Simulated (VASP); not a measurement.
Input of a VASP 6.6.1 run:

INCAR

```
SYSTEM = Ir
  ALGO = Normal
  EDIFF = 1E-6
  ENCUT = 520
  GGA = PE
  ISIF = 2
  ISMEAR = -1
  IVDW = 12
  LASPH = .True.
  LCHARG = .False.
  LREAL = .False.
  LWAVE = .False.
  NBANDS = 10
  NELM = 80
  PREC = Accurate
  SIGMA = 0.05
```

Contents of KPOINTS:

```
k-points
0
Gamma
  12 12 12
  0 0 0
```

File POSCAR:

```
Ir
1.0
    0.0000000000      1.9196104747      1.9196104747
    1.9196104747      0.0000000000      1.9196104747
    1.9196104747      1.9196104747      0.0000000000
Ir
1
Direct
    0.0000000000      0.0000000000      0.0000000000
```

Potentials or basis: VASP PAW PBE potentials, release 64 (Ir).

Run with:

```bash
$ cat potpaw_PBE.64/Ir/POTCAR > POTCAR
$ mpirun -np 1 vasp_std > vasp.out
```

Q: What does it give for the dispersion energy per atom?

A: -0.735 eV.

Q: Estimate the pressure.

A: 0.6 GPa.

Caveat: pairwise dispersion overbinds metals, which lowers pressure and volume.
